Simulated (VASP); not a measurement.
# Hf (I4/mmm) in VASP: single point with PBE

Aim: the single point of Hf with PBE.

All numbers are computed with VASP 6.6.1; they aren't measurements. Logs are shortened: lines on timing, memory, paths and dates and some standing lists are left out, and cuts for length are marked.

## Step 1: The cell of the first run

It takes space group I4/mmm (No. 139, tetragonal). Conventional cell: a = 3.391 Å, b = 3.391 Å, c = 4.440 Å, α = 90.00°, β = 90.00°, γ = 90.00°. Within 4.5 Å of Hf (site symmetry 4/mmm) lie 14 Hf at 3.27 to 4.44 Å.

## Step 2: Single point, PBE (strain +0.080 along x and y, +0.000 along z)

INCAR

```
SYSTEM = Hf
ALGO = Normal ; EDIFF = 1E-6
ENCUT = 520 ; GGA = PE
ISIF = 2 ; ISMEAR = 0
LASPH = .True. ; LCHARG = .False.
LREAL = .False. ; LWAVE = .False.
NBANDS = 11 ; NELM = 80
PREC = Accurate ; SIGMA = 0.15
```

KPOINTS

```
k-points
0
Gamma
  18 18 18
  0 0 0
```

POSCAR

```
Hf
1.0
    0.0000000000      2.3976000000      2.2200000000
    2.3976000000      0.0000000000      2.2200000000
    2.3976000000      2.3976000000      0.0000000000
Hf
1
Direct
    0.0000000000      0.0000000000      0.0000000000
```

Potentials or basis: VASP PAW PBE potentials, release 64 (Hf_pv).

Started as:

```
cat potpaw_PBE.64/Hf_pv/POTCAR > POTCAR
mpirun -np 1 vasp_std > vasp.out
```

OUTCAR:

```text
SYSTEM = Hf
   EDIFF = 1E-6
   ENCUT = 520
   GGA = PE
   ISIF = 2
   ISMEAR = 0
   LASPH = .True.
   LREAL = .False.
   NELM = 80
   PREC = Accurate

 ion  position               nearest neighbor table
   1  0.000  0.000  0.000-

  LATTYP: Found a body centered tetragonal cell.
 ALAT       =     3.3907184371
 C/A-ratio  =     1.3094570022

  Lattice vectors:

 A1 = (   0.0000000000,  -2.3976000000,  -2.2200000000)
 A2 = (   0.0000000000,   2.3976000000,  -2.2200000000)
 A3 = (   2.3976000000,   0.0000000000,   2.2200000000)

Analysis of symmetry for initial positions (statically):
=====================================================================
 Subroutine PRICEL returns:
 Original cell was already a primitive cell.

 Routine SETGRP: Setting up the symmetry group for a
 body centered tetragonal supercell.

 Subroutine GETGRP returns: Found 16 space group operations
 (whereof 16 operations were pure point group operations)
 out of a pool of 16 trial point group operations.

The static configuration has the point symmetry D_4h.

Analysis of symmetry for dynamics (positions and initial velocities):
=====================================================================
 Subroutine PRICEL returns:
 Original cell was already a primitive cell.

 Routine SETGRP: Setting up the symmetry group for a
 body centered tetragonal supercell.

 Subroutine GETGRP returns: Found 16 space group operations
 (whereof 16 operations were pure point group operations)
 out of a pool of 16 trial point group operations.

The dynamic configuration has the point symmetry D_4h.

 Subroutine INISYM returns: Found 16 space group operations
 (whereof 16 operations are pure point group operations),
 and found     1 'primitive' translations

----------------------------------------------------------------------------------------

                                     Primitive cell

  volume of cell :      25.5233

  direct lattice vectors                    reciprocal lattice vectors
     0.000000000  2.397600000  2.220000000    -0.208541875  0.208541875  0.225225225
     2.397600000  0.000000000  2.220000000     0.208541875 -0.208541875  0.225225225
     2.397600000  2.397600000  0.000000000     0.208541875  0.208541875 -0.225225225

  length of vectors
     3.267550422  3.267550422  3.390718437     0.371087361  0.371087361  0.371087361

  position of ions in fractional coordinates (direct lattice)
[... 82 lines left out ...]
   NFREE  =      0    steps in history (QN), initial steepest desc. (CG)
   ISIF   =      2    stress and relaxation
   ISYM   =      2    0-nonsym 1-usesym 2-fastsym
   POTIM  = 0.5000    time-step for ionic-motion
   TEBEG  =    0.0;   TEEND  =   0.0 temperature during run
   PSTRESS=    0.0 pullay stress
   NELECT =      10.0000    total number of electrons
   NUPDOWN=      -1.0000    fix difference up-down
   EMIN   =  10.00;   EMAX   =-10.00  energy-range for DOS
   EFERMI =   0.00;   METHOD = LEGACY
   ISMEAR =     0;   SIGMA  =   0.15  broadening in eV -4-tet -1-fermi 0-gaus
   EFERMI_NEDOS =   21; number of points for ismear=-14 and -15
   IALGO  =     38    algorithm
   IMIX   =      4    mixing-type and parameters
     AMIX     =   0.40;   BMIX     =  1.00
     AMIX_MAG =   1.60;   BMIX_MAG =  1.00
  volume/ion in A,a.u.               =      25.52       172.24
  Fermi-wavevector in a.u.,A,eV,Ry     =   1.197924  2.263749 19.524666  1.435022
  Thomas-Fermi vector in A             =   2.333827
   LORBIT       =      0    0 simple, 1 ext, 2 COOP (PROOUT), +10 PAW based schemes
   GGA     = PE    functional components
   LHFCALC =     F    Hartree Fock is set to
   AEXX    =    0.0000 exact exchange contribution
   IVDW    =     0    specifies the selected vdW correction
   LEPSILON=     F    determine dielectric tensor
   LRPA    =     F    only Hartree local field effects (RPA)
 non-spin polarized calculation
 Gauss-broadening in eV      SIGMA  =   0.15
  energy-cutoff  :      520.00
  volume of cell :       25.52
 maximum number of plane-waves:       710
   NGX = 13   NGY = 13   NGZ = 13

 number of electron      10.0000000 magnetization

 Free energy of the ion-electron system (eV)
  ---------------------------------------------------
  ext. energy  EPLUGINS =         0.00000000
  ---------------------------------------------------
  free energy    TOTEN  =        -9.73662712 eV

  energy without entropy =       -9.71603047  energy(sigma->0) =       -9.72632880

 E-fermi :   3.8569     XC(G=0): -10.7032

 val. band max:        3.8561115454   @ k =  -0.2778   0.3333   0.1667
 cond. band min:       3.8572177863   @ k =  -0.3889   0.0000   0.0556
 fundamental gap:      0.0011062410
 Fermi energy:         3.8569476886

 k-point     1 :       0.0000    0.0000    0.0000
  band No.  band energies     occupation
      1     -26.6426      2.00000
      2     -26.6426      2.00000
      3     -26.6397      2.00000
      4      -2.8797      2.00000
      5       4.9793      0.00000
      6       4.9793      0.00000
      7       5.7077      0.00000
      8       6.9867      0.00000
      9       7.9672      0.00000
     10      14.8253      0.00000
     11      16.4482      0.00000
[... 309 lines left out ...]
 k-point    24 :      -0.2222    0.0556    0.0000
  band No.  band energies     occupation
      1     -26.8800      2.00000
      2     -26.6840      2.00000
      3     -26.6807      2.00000
      4      -1.2748      2.00000
      5       4.0769      0.03815
      6       5.2585      0.00000
      7       5.7807      0.00000
      8       6.9356      0.00000
      9       7.9913      0.00000
     10      15.0822      0.00000
     11      16.4490      0.00000

 [... further k-points ...]

------------------------ aborting loop because EDIFF is reached ----------------------------------------

  FORCE on cell =-STRESS in cart. coord.  units (eV):
  Direction    XX          YY          ZZ          XY          YZ          ZX
  --------------------------------------------------------------------------------------
  -------------------------------------------------------------------------------------
  Total       -1.8617911     -1.8617911     -1.3383810      0.0000000      0.0000000     -0.0000000
  in kB     -116.8705511   -116.8705511    -84.0144376      0.0000000      0.0000000     -0.0000000
  external PRESSURE =    -105.9185133 kB  Pullay stress =       0.0000000 kB

 VOLUME and BASIS-vectors are now :
 -----------------------------------------------------------------------------
  energy-cutoff  :      520.00
  volume of cell :       25.52
      direct lattice vectors                 reciprocal lattice vectors
     0.000000000  2.397600000  2.220000000    -0.208541875  0.208541875  0.225225225
     2.397600000  0.000000000  2.220000000     0.208541875 -0.208541875  0.225225225
     2.397600000  2.397600000  0.000000000     0.208541875  0.208541875 -0.225225225

 POSITION                                       TOTAL-FORCE (eV/Angst)
 -----------------------------------------------------------------------------------
      0.00000      0.00000      0.00000        -0.000000     -0.000000      0.000000
 -----------------------------------------------------------------------------------
    total drift:                               -0.000000     -0.000000     -0.000000

  FREE ENERGIE OF THE ION-ELECTRON SYSTEM (eV)
  ---------------------------------------------------
  free  energy   TOTEN  =        -9.7366271250 eV

  energy  without entropy=       -9.7160304709  energy(sigma->0) =       -9.72632880
```

OSZICAR:

```text
N       E                     dE             d eps       ncg     rms          rms(c)
DAV:   1     0.121920593570E+02    0.12192E+02   -0.56614E+03 10640   0.824E+02
DAV:   2    -0.968729672874E+01   -0.21879E+02   -0.21233E+02 13358   0.150E+02
DAV:   3    -0.101681949231E+02   -0.48090E+00   -0.47680E+00 13301   0.151E+01
DAV:   4    -0.101706169338E+02   -0.24220E-02   -0.24214E-02 12152   0.131E+00
DAV:   5    -0.101706342880E+02   -0.17354E-04   -0.17354E-04 13535   0.964E-02    0.423E+01
DAV:   6    -0.984577321796E+01    0.32486E+00   -0.28137E-01 11490   0.387E+00    0.252E+01
DAV:   7    -0.974406822094E+01    0.10170E+00   -0.42068E-01 12045   0.460E+00    0.123E+00
DAV:   8    -0.973670131044E+01    0.73669E-02   -0.36613E-02 11772   0.138E+00    0.743E-01
DAV:   9    -0.973662538093E+01    0.75930E-04   -0.67301E-04 12999   0.233E-01    0.600E-02
DAV:  10    -0.973662641978E+01   -0.10388E-05   -0.51494E-05 12398   0.538E-02    0.665E-02
DAV:  11    -0.973662712499E+01   -0.70521E-06   -0.32446E-06 12869   0.139E-02
   1 F= -.97366271E+01 E0= -.97263288E+01  d E =-.205967E-01
```

stdout:

```text
POSCAR found type information on POSCAR Hf
 POSCAR found :  1 types and       1 ions
 scaLAPACK will be used
 LDA part: xc-table for (Slater+PW92), standard interpolation
 POSCAR, INCAR and KPOINTS ok, starting setup
 FFT: planning ... GRIDC
 FFT: planning ... GRID_SOFT
 FFT: planning ... GRID
 WAVECAR not read
 entering main loop
```

It took 2 min on 1 thread of Intel Xeon 8259CL, shared host; peak memory 0.26 GiB.

Results:

| Property | Result |
| --- | --- |
| Free energy | -9.7366 eV |
| Pressure | -10.6 GPa |
| Band gap on the k mesh | zero (bands 5 and 6 overlap by 1.80 eV) |

Caveat: the cell differs from its parent crystal (strain +0.080 along x and y, +0.000 along z); the cell stands under tension; spin-orbit coupling is left out, which moves the levels of the heavy elements.
